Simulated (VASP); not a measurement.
**GaAs: relaxation of cell and atoms with LDA**

The system is GaAs.

```
Ga As
1.0
     0.00000    2.80150    2.80150
     2.80150    0.00000    2.80150
     2.80150    2.80150    0.00000
Ga As
1 1
Cartesian
  0.0000 0.0000 0.0000
  4.2022 4.2022 4.2022
```

- Program: VASP 6.6.1
- Task: relaxation of cell and atoms
- Functional: LDA
- Potentials or basis: VASP PAW LDA potentials, release 64 (Ga_d, As)
- Cutoff: 600 eV
- k mesh: 8 × 8 × 8
- Occupations: gaussian, width 0.01 eV
- Spin: no spin polarisation
- Target pressure: 1 GPa
- Dipole correction: no
- Further INCAR settings: ALGO = Normal; EDIFF = 1e-06; IBRION = 2; EDIFFG = -0.002; NSW = 100; ISIF = 3

```
Relaxed volume                                         : 21.79 Å³/atom
Relaxed cell                                           : a = 3.950 Å, b = 3.950 Å, c = 3.950 Å, α = 60.00°, β = 60.00°, γ = 60.00°
Space group after relaxing (to 0.05 Å)                 : F-43m (No. 216)
Energy change on relaxing (the enthalpy is what falls) : +0.8 meV/atom
Ionic steps                                            : 12
Pressure after relaxing                                : 1.0 GPa
Band gap on the k mesh                                 : 0.61 eV, direct
```

Step by step:
| step | energy change (eV) | largest force (eV/Å) | pressure (GPa) | volume (Å³) |
| --- | --- | --- | --- | --- |
| 1 | 0.0000 | 0.0000 | 0.28 | 43.97 |
| 2 | 0.0033 | 0.0000 | 1.40 | 43.35 |
| 3 | 0.0016 | 0.0000 | 0.94 | 43.57 |
| 4 | 0.0018 | 0.0000 | 1.08 | 43.55 |
| 5 | 0.0017 | 0.0000 | 0.97 | 43.56 |
| 6 | 0.0017 | 0.0000 | 1.06 | 43.55 |
| 7 | 0.0014 | 0.0000 | 0.92 | 43.60 |
| 8 | 0.0016 | 0.0000 | 1.03 | 43.57 |
| 9 | 0.0016 | 0.0000 | 0.92 | 43.58 |
| 10 | 0.0016 | 0.0000 | 1.05 | 43.57 |
| 11 | 0.0016 | 0.0000 | 1.01 | 43.58 |
| 12 | 0.0016 | 0.0000 | 0.99 | 43.58 |

Final structure:
```
Ga As
1.0
     0.00000    2.79304    2.79304
     2.79304    0.00000    2.79304
     2.79304    2.79304    0.00000
Ga As
1 1
Direct
  0.00000 0.00000 0.00000
  0.75000 0.75000 0.75000
```

Levels at points of the mesh, in eV from the valence-band top:
| k point | band 5 | band 6 | band 7 | band 8 | band 9 | band 10 | band 11 | band 12 | band 13 |
| --- | --- | --- | --- | --- | --- | --- | --- | --- | --- |
| (0.00, 0.00, 0.00) | -14.91 | -13.03 | 0.00 | 0.00 | 0.00 | 0.61 | 3.68 | 3.68 | 3.68 |
| (0.50, 0.00, 0.00) | -14.91 | -11.15 | -6.89 | -1.20 | -1.20 | 0.97 | 4.59 | 4.59 | 7.60 |
| (0.50, 0.50, 0.00) | -14.90 | -10.36 | -7.05 | -2.82 | -2.82 | 1.27 | 1.53 | 10.33 | 10.33 |

Run time: 47 s on 1 thread of Intel(R) Xeon(R) Platinum 8559C (Emerald Rapids), with other jobs on the host, peak memory 0.17 GiB.

Caveat: the cell is relaxed towards a set pressure, so the enthalpy falls and the energy may rise. Zero-point motion and thermal expansion aren't in these numbers.
